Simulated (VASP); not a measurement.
Wanted: the native input for a VASP 6.6.1 run.

```
Task                   : single point
Functional             : r2SCAN
Potentials or basis    : VASP PAW PBE potentials, release 64 (Sn_d, Mg)
Cutoff                 : 660 eV
k mesh                 : 6 × 6 × 6
Occupations            : fermi-dirac, width 0.02 eV
Spin                   : no spin polarisation
Dipole correction      : no
Further INCAR settings : ALGO = Normal; EDIFF = 1e-06; NBANDS = 16
```

The system is Mg2Sn.

```
CELL_PARAMETERS angstrom
0.00000 3.37994 3.37994
3.37994 0.00000 3.37994
3.37994 3.37994 0.00000
ATOMIC_POSITIONS crystal
Sn 0.00000 0.00000 0.00000
Mg 0.25000 0.25000 0.25000
Mg 0.75000 0.75000 0.75000
```

These files were run (other wordings do the same):

POSCAR

```
Mg2Sn
1.0
    0.0000000000      3.3799352821      3.3799352821
    3.3799352821      0.0000000000      3.3799352821
    3.3799352821      3.3799352821      0.0000000000
Sn Mg
1 2
Direct
    0.0000000000      0.0000000000      0.0000000000
    0.2500000000      0.2500000000      0.2500000000
    0.7500000000      0.7500000000      0.7500000000
```

INCAR.step1

```
SYSTEM = Mg2Sn
ALGO = Normal
EDIFF = 1E-5
ENCUT = 660
GGA = PE
GGA_COMPAT = .FALSE.
ISMEAR = -1
LASPH = .TRUE.
LCHARG = .FALSE.
LREAL = .FALSE.
LWAVE = .TRUE.
NBANDS = 16
NELM = 120
PREC = Accurate
SIGMA = 0.02
```

INCAR.step2

```
SYSTEM = Mg2Sn
ALGO = Normal
EDIFF = 1E-6
ENCUT = 660
GGA_COMPAT = .FALSE.
ISIF = 2
ISMEAR = -1
ISTART = 1
LASPH = .TRUE.
LCHARG = .FALSE.
LMIXTAU = .TRUE.
LREAL = .FALSE.
LWAVE = .FALSE.
METAGGA = R2SCAN
NBANDS = 16
NELM = 120
PREC = Accurate
SIGMA = 0.02
```

KPOINTS

```
k-points
0
G
  6 6 6
  0 0 0
```

Potentials or basis: VASP PAW PBE potentials, release 64 (Sn_d, Mg).

Command:

```bash
$ cat potpaw_PBE.64/Sn_d/POTCAR potpaw_PBE.64/Mg/POTCAR > POTCAR
$ cp INCAR.step1 INCAR
$ mpirun -np 1 vasp_std > vasp.out
$ cp INCAR.step2 INCAR
$ mpirun -np 1 vasp_std > vasp.out
```

Results of the run:

The pressure is -0.2 GPa. The band gap on the k mesh is 0.17 eV, indirect (least direct gap 2.00 eV).

Caveat: the PAW data sets were made with another functional, which shifts forces and pressure a little; spin-orbit coupling is left out, which moves the levels of the heavy elements.

Wall time 77 s on 1 thread of Intel(R) Xeon(R) 6975P-C (Granite Rapids) (shared host), peak memory 0.26 GiB.
